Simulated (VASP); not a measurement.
Runs of VASP 6.6.1 on Na2S. The structure is cubic, space group Fm-3m (No. 225). The conventional cell has a = 6.511 Å, b = 6.511 Å, c = 6.511 Å, α = 90.00°, β = 90.00°, γ = 90.00°. Within 3.7 Å of S (site symmetry m-3m) lie 8 Na at 2.82 Å. Na (site symmetry -43m) has 4 S at 2.82 Å and 6 Na at 3.26 Å within 3.7 Å. 

```csv
level,potentials or basis,k mesh,cutoff (eV),gap on the mesh (eV),pressure (GPa)
PBE,"VASP PAW PBE potentials, release 64 (S, Na_pv)",4 × 4 × 4,500,(b),0.9
PBEsol,"VASP PAW PBE potentials, release 64 (S, Na_pv)",6 × 6 × 6,500,2.41,-0.1
r2SCAN,"VASP PAW PBE potentials, release 64 (S, Na_pv)",6 × 6 × 6,550,(a),-0.1
LDA,"VASP PAW LDA potentials, release 64 (S, Na_pv)",6 × 6 × 6,500,2.30,-1.7
```

Alike in all rows: task single point; no spin polarisation; cell as given; smearing gaussian 0.01 eV.

**Question.** Fill in the values left out.

**Answer.** (a) 3.11; (b) 2.53.

Caveats: the PAW data sets were made with another functional, which shifts forces and pressure a little (some runs).

